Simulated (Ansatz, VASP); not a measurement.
BaTiO3 in VASP and in Ansatz

Contents of INCAR:

```
PREC = Accurate
ENCUT = 520
EDIFF = 1E-7
ISMEAR = -1
SIGMA = 0.02
LREAL = False
LASPH = True
NELM = 80
ALGO = Normal
ISIF = 2
LWAVE = False
LCHARG = False
GGA = PE
NBANDS = 28
```

The input KPOINTS:

```
regular mesh
0
Gamma
  6 6 6
```

POSCAR

```
BaTiO3
1.0
    3.9323202718      0.0000000000      0.0000000000
    0.0000000000      3.9323202718      0.0000000000
    0.0000000000      0.0000000000      4.0718560630
Ba Ti O
1 1 3
Direct
    0.5000000000      0.5000000000      0.5825269777
    0.0000000000      0.0000000000      0.0996991037
    0.0000000000      0.5000000000      0.0635202394
    0.5000000000      0.0000000000      0.0635202394
    0.0000000000      0.0000000000      0.5507304299
```

Input for Ansatz:

```yaml
crystal:
  lattice:
    - [3.9323202718, 0.0, 0.0]
    - [0.0, 3.9323202718, 0.0]
    - [0.0, 0.0, 4.071856063]
  atoms:
    - { symbol: Ba, position: [0.5, 0.5, 0.5825269777] }
    - { symbol: Ti, position: [0.0, 0.0, 0.0996991037] }
    - { symbol: O, position: [0.0, 0.5, 0.0635202394] }
    - { symbol: O, position: [0.5, 0.0, 0.0635202394] }
    - { symbol: O, position: [0.0, 0.0, 0.5507304299] }
kpoints:
  mp_grid: { grid: [6, 6, 6] }
  band_path:
    path:
      - [0.0, 0.0, 0.0]
      - [0.0, 0.5, 0.0]
      - [0.5, 0.5, 0.0]
      - [0.0, 0.0, 0.5]
      - [0.0, 0.5, 0.5]
      - [0.5, 0.5, 0.5]
    npoints: 1
hamiltonian:
  xc: pbe
scf:
  occupations: { method: fermi_dirac, width: 0.02 }
  n_extra_bands: 5
output:
  forces: true
  stress: true
  eigenvalues: true
```

Change from the starting cell: hydrostatic strain -1.0%.

Alike in both runs: task single point; functional PBE; k mesh 6 × 6 × 6; occupations fermi-dirac, width 0.02 eV; no spin polarisation.

|  | VASP | Ansatz |
| --- | --- | --- |
| version | VASP 6.6.1 | Ansatz 0.2.0 |
| potentials or method | VASP PAW PBE potentials, release 64 (Ba_sv, Ti_sv, O) | plane waves, PAW |
| plane-wave cutoff (eV) | 520 | 420 |
| valence electrons in the cell | 40 | 40 |

```tsv
	VASP	Ansatz	Ansatz less VASP
gap on the k mesh at the Fermi level (eV)	1.84	1.91	+0.064
pressure (GPa)	9.7	7.8	-1.94
traceless stress, the component that is largest in VASP (GPa)	-1.32	-1.30	+0.019
rms of the force components (eV/Å)	0.053	0.035	-0.0179
```

Atom by atom the forces differ by 0.024 eV/Å (rms over components).

Spin-orbit coupling is off throughout.
